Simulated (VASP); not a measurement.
# RhN: single point with LDA

RhN:

```
Rh N
1.0
     0.00000    2.29960    2.29960
     2.29960    0.00000    2.29960
     2.29960    2.29960    0.00000
Rh N
1 1
Direct
  0.00000 0.00000 0.00000
  0.25000 0.25000 0.25000
```

| Quantity | Value |
| --- | --- |
| Program | VASP 6.6.1 |
| Task | single point |
| Functional | LDA |
| Potentials or basis | VASP PAW LDA potentials, release 64 (Rh_pv, N) |
| Cutoff | 520 eV |
| k mesh | 12 × 12 × 12 |
| Occupations | gaussian, width 0.05 eV |
| Spin | no spin polarisation |

* Pressure: -13.0 GPa
* Band gap on the k mesh: zero (bands 10 and 11 overlap by 2.94 eV)

Levels at points of the mesh, in eV from the Fermi level:
```tsv
k point	band 8	band 9	band 10	band 11	band 12	band 13
(0.00, 0.00, 0.00)	-2.67	-2.67	1.23	3.21	3.21	3.21
(0.50, 0.00, 0.00)	-2.28	-2.28	-1.78	1.57	1.57	6.09
(0.50, 0.50, 0.00)	-3.35	-1.90	-0.76	-0.47	-0.47	7.70
```

Wall time 26 s on 1 thread of Intel Xeon 8259CL, on a shared host, peak memory 0.15 GiB.

Caveat: the cell stands under tension.
